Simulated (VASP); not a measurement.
Input of a VASP 6.6.1 run:

File POSCAR:

```
Mg12NO12F3
1.0
    6.2338530000      0.0000000000      0.0000000000
    3.1169270000      5.3986750000      0.0000000000
    0.0000000000      0.0000000000     18.3624000000
Mg O N F
12 12 1 3
Direct
    0.0000000000      0.0000000000      0.0544591000
    0.0000000000      0.5000000000      0.0544591000
    0.5000000000      0.0000000000      0.0544591000
    0.5000000000      0.5000000000      0.0544591000
    0.6666844473      0.6666609057      0.1934224282
    0.6601657721      0.1699038413      0.1963233769
    0.1699454062      0.6601631442      0.1963241611
    0.1699122738      0.1699277059      0.1963239734
    0.3333389347      0.3333347401      0.3498894784
    0.3093628002      0.8453864277      0.3212009368
    0.8452621887      0.3093563808      0.3211975580
    0.8453882659      0.8452610846      0.3211968203
    0.3333333000      0.8333333000      0.1237572000
    0.3333333000      0.3333333000      0.1237572000
    0.8333333000      0.8333333000      0.1237572000
    0.8333333000      0.3333333000      0.1237572000
   -0.0143995425      0.5072183314      0.2519821555
    0.0000048375      1.0000000434      0.2460880301
    0.5072385737      0.5071901789      0.2519839929
    0.5072066363      0.9855771962      0.2519837295
    0.6780894462      0.1608779008      0.3703637585
    0.6666594814      0.6666783403      0.3972851363
    0.1608804478      0.1610453844      0.3703610941
    0.1610400838      0.6780834029      0.3703607961
    0.6667298528      0.6666563544      0.4625309051
    0.8992743209      0.5512655355      0.4952575752
    0.5496118321      0.8991781599      0.4952861756
    0.5513645050      0.5495065965      0.4952934587
```

INCAR.step1

```
SYSTEM = Mg12NO12F3
PREC = Accurate
ENCUT = 520
ISMEAR = -1
SIGMA = 0.02
LREAL = Auto
LASPH = .TRUE.
NELM = 60
NBANDS = 81
GGA = PE
ALGO = Normal
EDIFF = 1E-4
LWAVE = .TRUE.
LCHARG = .FALSE.
```

INCAR.step2

```
SYSTEM = Mg12NO12F3
PREC = Accurate
ENCUT = 520
EDIFF = 1E-7
ISMEAR = -1
SIGMA = 0.02
LREAL = Auto
LASPH = .TRUE.
NELM = 60
ALGO = Normal
ISIF = 2
LWAVE = .FALSE.
LCHARG = .FALSE.
METAGGA = R2SCAN
LMIXTAU = .TRUE.
IVDW = 12
VDW_S6 = 1.0
VDW_S8 = 0.78981345
VDW_A1 = 0.49484001
VDW_A2 = 5.73083694
NBANDS = 81
ISTART = 1
```

The input KPOINTS:

```
Automatic mesh
0
G
  2 2 1
  0 0 0
```

Potentials or basis: VASP PAW PBE potentials, release 64 (Mg, O, N, F).

Run with:

```bash
$ cat potpaw_PBE.64/Mg/POTCAR potpaw_PBE.64/O/POTCAR potpaw_PBE.64/N/POTCAR potpaw_PBE.64/F/POTCAR > POTCAR
$ cp INCAR.step1 INCAR
$ mpirun -np 1 vasp_std > vasp.out
$ cp INCAR.step2 INCAR
$ mpirun -np 1 vasp_std > vasp.out
```

Question: Predict the dispersion energy per atom.

Answer: -0.075 eV.

Question: What does it give for the largest force?

Answer: 2.046 eV/Å.

Question: Predict the band gap on the k mesh.

Answer: 0.03 eV.

Forces in eV/Å, atoms in the order of the input:
```
Mg   0.000  0.000  2.046
Mg  -0.005  0.003  1.862
Mg   0.000 -0.006  1.862
Mg   0.005  0.003  1.862
Mg   0.000  0.000 -0.031
Mg   0.010 -0.005 -0.018
Mg   0.000  0.011 -0.018
Mg  -0.009 -0.005 -0.018
Mg   0.000  0.000  0.026
Mg  -0.027  0.017 -0.038
Mg   0.000 -0.032 -0.038
Mg   0.028  0.016 -0.039
O    0.091 -0.053 -2.002
O    0.000  0.000 -1.376
O   -0.091 -0.053 -2.002
O    0.000  0.105 -2.002
O   -0.013  0.008  0.009
O    0.000  0.000  0.012
O    0.013  0.008  0.009
O    0.000 -0.015  0.009
O   -0.009  0.005 -0.040
O    0.000  0.000 -0.867
O    0.009  0.005 -0.040
O    0.000 -0.011 -0.040
N   -0.002  0.001  0.179
F    0.404 -0.229  0.231
F   -0.004  0.463  0.230
F   -0.399 -0.235  0.229
```

Caveat: the k points lie up to 0.58 Å⁻¹ apart; the standard files for N, O and F lose accuracy on very short bonds; the PAW data sets were made with another functional, which shifts forces and pressure a little.
